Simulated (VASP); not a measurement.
# B2W (P6/mmm) in VASP: vibrations by perturbation theory with LDA

Aim: the vibrations by perturbation theory of B2W with LDA.

Everything below comes from runs of VASP 6.6.1. Logs are shortened: lines on timing, memory, paths and dates and some standing lists are left out, and cuts for length are marked.

## (1) The cell of the first run

Symmetry: P6/mmm, No. 191, hexagonal system. The conventional cell has a = 2.965 Å, b = 2.965 Å, c = 3.270 Å, α = 90.00°, β = 90.00°, γ = 120.00°. Within 2.3 Å of B (site symmetry -6m2) lie 3 B at 1.71 Å. Within 3.1 Å of W (site symmetry 6/mmm) lie 12 B at 2.37 Å and 6 W at 2.96 Å.

## (2) Vibrations by perturbation theory, LDA

Contents of INCAR:

```
SYSTEM = B2W
PREC = Accurate
ENCUT = 520
EDIFF = 1E-8
ISMEAR = -1
SIGMA = 0.15
LREAL = .False.
LASPH = .True.
NELM = 80
ALGO = Normal
ISIF = 2
LWAVE = .False.
LCHARG = .False.
IBRION = 8
NSW = 1
```

Contents of KPOINTS:

```
regular mesh
0
Gamma
  18 18 12
  0 0 0
```

Contents of POSCAR:

```
B2W
1.0
    2.9647314658      0.0000000000      0.0000000000
   -1.4823657329      2.5675327648      0.0000000000
    0.0000000000      0.0000000000      3.2701243257
B W
2 1
Direct
    0.3333333333      0.6666666667      0.5000000000
    0.6666666667      0.3333333333      0.5000000000
    0.0000000000      0.0000000000      0.0000000000
```

Potentials or basis: VASP PAW LDA potentials, release 64 (B, W_sv).

Run with:

```
$ cat potpaw_LDA.64/B/POTCAR potpaw_LDA.64/W_sv/POTCAR > POTCAR
$ mpirun -np 1 vasp_std > vasp.out
```

OUTCAR:

```text
SYSTEM = B2W
   PREC = Accurate
   ENCUT = 520
   EDIFF = 1E-8
   ISMEAR = -1
   LREAL = .False.
   LASPH = .True.
   NELM = 80
   ISIF = 2
   IBRION = 8
   NSW = 1

 ion  position               nearest neighbor table
   1  0.333  0.667  0.500-   2 1.71   2 1.71   2 1.71   3 2.37   3 2.37   3 2.37   3 2.37   3 2.37
                             3 2.37
   2  0.667  0.333  0.500-   1 1.71   1 1.71   1 1.71   3 2.37   3 2.37   3 2.37   3 2.37   3 2.37
                             3 2.37
   3  0.000  0.000  0.000-   1 2.37   2 2.37   1 2.37   2 2.37   2 2.37   2 2.37   1 2.37   1 2.37
                             2 2.37   2 2.37   1 2.37   1 2.37

  LATTYP: Found a hexagonal cell.
 ALAT       =     2.9647314658
 C/A-ratio  =     1.1030086075

  Lattice vectors:

 A1 = (   2.9647314658,   0.0000000000,   0.0000000000)
 A2 = (  -1.4823657329,   2.5675327648,   0.0000000000)
 A3 = (   0.0000000000,   0.0000000000,   3.2701243257)

Analysis of symmetry for initial positions (statically):
=====================================================================
 Subroutine PRICEL returns:
 Original cell was already a primitive cell.

 Routine SETGRP: Setting up the symmetry group for a
 hexagonal supercell.

 Subroutine GETGRP returns: Found 24 space group operations
 (whereof 24 operations were pure point group operations)
 out of a pool of 24 trial point group operations.

The static configuration has the point symmetry D_6h.

Analysis of symmetry for dynamics (positions and initial velocities):
=====================================================================
 Subroutine PRICEL returns:
 Original cell was already a primitive cell.

 Routine SETGRP: Setting up the symmetry group for a
 hexagonal supercell.

 Subroutine GETGRP returns: Found 24 space group operations
 (whereof 24 operations were pure point group operations)
 out of a pool of 24 trial point group operations.

The dynamic configuration has the point symmetry D_6h.

[... 587 lines left out ...]
 -----------------------------------------------------------------------------------
     -0.00000      1.71169      1.63506         0.000000     -0.000000      0.000000
      1.48237      0.85584      1.63506        -0.000000      0.000000      0.000000
      0.00000      0.00000      0.00000         0.000000     -0.000000      0.000000
 -----------------------------------------------------------------------------------
    total drift:                               -0.000000      0.000000      0.000000

  FREE ENERGIE OF THE ION-ELECTRON SYSTEM (eV)
  ---------------------------------------------------
  free  energy   TOTEN  =       -29.4669003447 eV

  energy  without entropy=      -29.3764104151  energy(sigma->0) =      -29.42165538

[... ionic steps 2 to 9 ...]

--------------------------------------- Ionic step       10  -------------------------------------------

------------------------ aborting loop because EDIFF is reached ----------------------------------------

[... ionic steps 11 to 11 ...]

--------------------------------------- Ionic step       12  -------------------------------------------

 Free energy of the ion-electron system (eV)
  ---------------------------------------------------
  ---------------------------------------------------
  free energy    TOTEN  =        -0.31933060 eV

  energy without entropy =       -0.31933061

------------------------ aborting loop because EDIFF is reached ----------------------------------------

 INTERNAL STRAIN TENSOR  FOR ION    3  DIRECTION 3   (eV/Angst):
 -----------------------------------------------------------------------------
    -0.01258 -0.00000  0.00000
    -0.00000 -0.01258 -0.00000
     0.00000  0.00000  0.02775

 INTERNAL STRAIN TENSOR FOR ION    3 for displacements in x,y,z  (eV/Angst):
          X           Y           Z          XY          YZ          ZX
  --------------------------------------------------------------------------------
  x     0.00000     0.00000     0.00000     0.00000     0.00000     0.00000
  y     0.00000     0.00000     0.00000     0.00000     0.00000     0.00000
  z     0.00000     0.00000     0.00000     0.00000     0.00000     0.00000

 SECOND DERIVATIVES (NOT SYMMETRIZED)
 ------------------------------------
               1X          1Y          1Z          2X          2Y          2Z          3X          3Y          3Z
  1X   -17.683587    0.000000    0.000000   15.193323   -0.000000    0.000000    2.490265    0.000000    0.000000
  1Y     0.000000  -17.683587    0.000000    0.000000   15.193323    0.000000    0.000000    2.490265    0.000000
  1Z     0.000000    0.000000   -9.987304   -0.000000    0.000000    1.927815   -0.000000    0.000000    8.059489
  2X    15.193323   -0.000000    0.000000  -17.683587    0.000000    0.000000    2.490265    0.000000    0.000000
  2Y     0.000000   15.193323    0.000000    0.000000  -17.683587    0.000000    0.000000    2.490265    0.000000
  2Z    -0.000000    0.000000    1.927815    0.000000    0.000000   -9.987304   -0.000000    0.000000    8.059489
  3X     2.524786    0.000000    0.000000    2.524786    0.000000    0.000000   -5.049573    0.000000    0.000000
  3Y     0.000000    2.524786    0.000000    0.000000    2.524786    0.000000    0.000000   -5.049573    0.000000
  3Z     0.000000    0.000000    8.071463   -0.000000    0.000000    8.071463    0.000000    0.000000  -16.142927

 Eigenvectors and eigenvalues of the dynamical matrix
 ----------------------------------------------------

   1 f  =   27.262350 THz   171.294396 2PiTHz  909.374105 cm-1   112.747969 meV
             X         Y         Z           dx          dy          dz
     -0.000000  1.711689  1.635062     0.000001    0.707107    0.000000
      1.482366  0.855844  1.635062    -0.000001   -0.707107   -0.000000
      0.000000  0.000000  0.000000    -0.000000    0.000000    0.000000
[... 43 lines left out ...]
   9 f/i=    0.016858 THz     0.105924 2PiTHz    0.562332 cm-1     0.069720 meV
             X         Y         Z           dx          dy          dz
     -0.000000  1.711689  1.635062    -0.000000    0.230801   -0.000000
      1.482366  0.855844  1.635062     0.000000    0.230801   -0.000000
      0.000000  0.000000  0.000000    -0.000000    0.945231   -0.000000

--------------------------------------------------------------------------------------------------------

 ELASTIC MODULI CONTR FROM IONIC RELAXATION (kBar)
 Direction    XX          YY          ZZ          XY          YZ          ZX
 --------------------------------------------------------------------------------
 XX         -54.6866     54.6866      0.0000      0.0000      0.0000      0.0000
 YY          54.6866    -54.6866      0.0000     -0.0000      0.0000      0.0000
 ZZ           0.0000      0.0000      0.0000      0.0000      0.0000      0.0000
 XY           0.0000     -0.0000      0.0000    -54.6866      0.0000      0.0000
 YZ           0.0000      0.0000      0.0000      0.0000      0.0000      0.0000
 ZX           0.0000      0.0000      0.0000      0.0000      0.0000      0.0000
 --------------------------------------------------------------------------------
```

OSZICAR:

```text
N       E                     dE             d eps       ncg     rms          rms(c)
DAV:   1     0.116131195737E+03    0.11613E+03   -0.10704E+04  7268   0.155E+03
DAV:   2    -0.291733188786E+02   -0.14530E+03   -0.14246E+03  8116   0.389E+02
DAV:   3    -0.333613180334E+02   -0.41880E+01   -0.40716E+01  9548   0.583E+01
DAV:   4    -0.333889502241E+02   -0.27632E-01   -0.27515E-01  7978   0.504E+00
[... 82 lines left out ...]
RMM:  13    -0.319330546844E+00    0.19774E-07   -0.58841E-07 13307   0.102E-04    0.113E-05
RMM:  14    -0.319330577910E+00   -0.31067E-07   -0.47196E-07 12892   0.797E-05    0.114E-05
RMM:  15    -0.319330582376E+00   -0.44654E-08   -0.38445E-07  9647   0.594E-05    0.126E-05
RMM:  16    -0.319330602859E+00   -0.20483E-07   -0.31791E-07 12730   0.508E-05    0.124E-05
 Linear response finished
```

stdout:

```text
POSCAR found type information on POSCAR B W
 POSCAR found :  2 types and       3 ions
 scaLAPACK will be used
 LDA part: xc-table for (Slater(with rela. corr.)+CA(PZ))
 , standard interpolation
 POSCAR, INCAR and KPOINTS ok, starting setup
 FFT: planning ... GRIDC
 FFT: planning ... GRID_SOFT
 FFT: planning ... GRID
 WAVECAR not read
 entering main loop
 Linear response reoptimize wavefunctions to high precision
 Linear response DOF=           4
 Linear response progress:
 first order change of Fermi-energy   0.41886E-04
 force on displaced ion       1 direction 1 : -17.684  -0.002   0.000
 Linear response progress:
 first order change of Fermi-energy  -0.25127E-03
 force on displaced ion       1 direction 3 :  -0.000  -0.000  -9.987
 Linear response progress:
 first order change of Fermi-energy  -0.11718E-02
 force on displaced ion       3 direction 1 :  -5.050   0.000   0.000
 Linear response progress:
 first order change of Fermi-energy   0.78897E-03
 force on displaced ion       3 direction 3 :   0.000   0.000 -16.143
 Linear response finished
```

It took 17 min on 1 thread of Intel Xeon Platinum 8488C (Sapphire Rapids), shared host; peak memory 0.85 GiB.

Results:

```
Highest phonon frequency at Γ, LO-TO splitting left out : 909 cm⁻¹
```

Phonon frequencies in cm⁻¹ (negative: imaginary):
```csv
q point,frequencies
"(0.000, 0.000, 0.000)",-1 -1 0 265 265 476 547 909 909
```

Caveat: the cell wasn't relaxed at this level first, which shifts response properties; spin-orbit coupling is left out, which moves the levels of the heavy elements.
